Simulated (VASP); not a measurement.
# BAs: single point with PBE

Crystal: BAs.

```xyz
2
Lattice="0.0000 2.3553 2.3553 2.3553 0.0000 2.3553 2.3553 2.3553 0.0000" Properties=species:S:1:pos:R:3 pbc="T T T"
B     0.0000    0.0000    0.0000
As    1.1777    1.1777    1.1777
```

This cell differs from its parent crystal: volume changed by -6%.

```yaml
Program: VASP 6.6.1
Task: single point
Functional: PBE
Potentials_or_basis: VASP PAW PBE potentials, release 64 (B, As_d)
Cutoff: 600 eV
k_mesh: 8 × 8 × 8
Occupations: gaussian, width 0.01 eV
Spin: no spin polarisation
```

```json
{
  "Pressure": "9.0 GPa",
  "Band gap on the k mesh": "1.16 eV, indirect (least direct gap 3.34 eV)"
}
```

Levels at points of the mesh, in eV from the valence-band top:
| k point | band 7 | band 8 | band 9 | band 10 | band 11 | band 12 |
| --- | --- | --- | --- | --- | --- | --- |
| (0.00, 0.00, 0.00) | 0.00 | 0.00 | 0.00 | 3.34 | 3.34 | 3.34 |
| (0.50, 0.00, 0.00) | -9.09 | -1.89 | -1.89 | 2.95 | 4.85 | 4.85 |
| (0.50, 0.50, 0.00) | -8.75 | -4.25 | -4.25 | 1.38 | 1.41 | 11.82 |

It took 17 s on 1 thread of Intel(R) Xeon(R) Platinum 8375C CPU @ 2.90GHz (Ice Lake), on a shared host, peak memory 0.16 GiB.

 A k mesh can miss the band edges.
